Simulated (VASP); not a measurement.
Input of a VASP 6.6.1 run:

INCAR

```
PREC = Accurate ; ENCUT = 520
EDIFF = 1E-6 ; ISMEAR = 1
SIGMA = 0.02 ; LREAL = F
LASPH = T ; NELM = 100
ALGO = Fast ; ISIF = 2
LWAVE = F ; LCHARG = F
NBANDS = 12
```

Contents of KPOINTS:

```
Automatic mesh
0
Gamma
  20 20 20
```

POSCAR

```
Ta
1.0
   -1.7008184000      1.7008184000      1.6512800000
    1.7008184000     -1.7008184000      1.6512800000
    1.7008184000      1.7008184000     -1.6512800000
Ta
1
Direct
    0.0000000000      0.0000000000      0.0000000000
```

Potentials or basis: VASP PAW LDA potentials, release 64 (Ta_pv).

Run with:

```sh
$ cat potpaw_LDA.64/Ta_pv/POTCAR > POTCAR
$ mpirun -np 1 vasp_std > vasp.out
```

Problem. Estimate the pressure.

Solution. -18.0 GPa.

Stress tensor (GPa, compression positive):
```
-18.95   0.00   0.00
  0.00 -18.95   0.00
  0.00   0.00 -16.08
```

Caveat: the cell differs from its parent crystal (strain +0.0300 x Voigt [1, 1, 0, 0, 0, 0]).
